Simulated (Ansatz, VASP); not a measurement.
## One calculation of In2S, two programs

```xyz
3
Lattice="3.8000 0.0000 0.0000 -1.9000 3.2909 0.0000 0.0000 0.0000 8.3735" Properties=species:S:1:pos:R:3 pbc="T T T"
In    0.0000    0.0000    1.8175
In    0.0000    0.0000    6.5560
S     1.9000    1.0970    0.0000
```

Alike in both runs: functional PBE; k mesh 5 × 5 × 2; occupations gaussian, width 0.15 eV; no spin polarisation.

Ansatz relaxed the structure, and its values are those at the end. VASP's run is a single point on that final structure, the one shown.

|  | VASP | Ansatz |
| --- | --- | --- |
| version | VASP 6.6.1 | Ansatz 0.2.0 |
| potentials or method | VASP PAW PBE potentials, release 64 (In_d, S), cutoff 500 eV | scalar-relativistic, plane waves, PAW |
| valence electrons in the cell | 32 | 32 |

|  | VASP | Ansatz | Ansatz less VASP |
| --- | --- | --- | --- |
| gap on the k mesh at the Fermi level (eV) | 1.22 | 1.23 | +0.006 |
| least direct gap on the mesh (eV) | 1.22 | 1.23 | +0.006 |
| pressure (GPa) | 0.3 | 0.3 | +0.02 |
| rms of the force components (eV/Å) | 0.019 | 0.014 | -0.0044 |

The functional is the same, so the differences come from potentials, cutoffs and numerics.
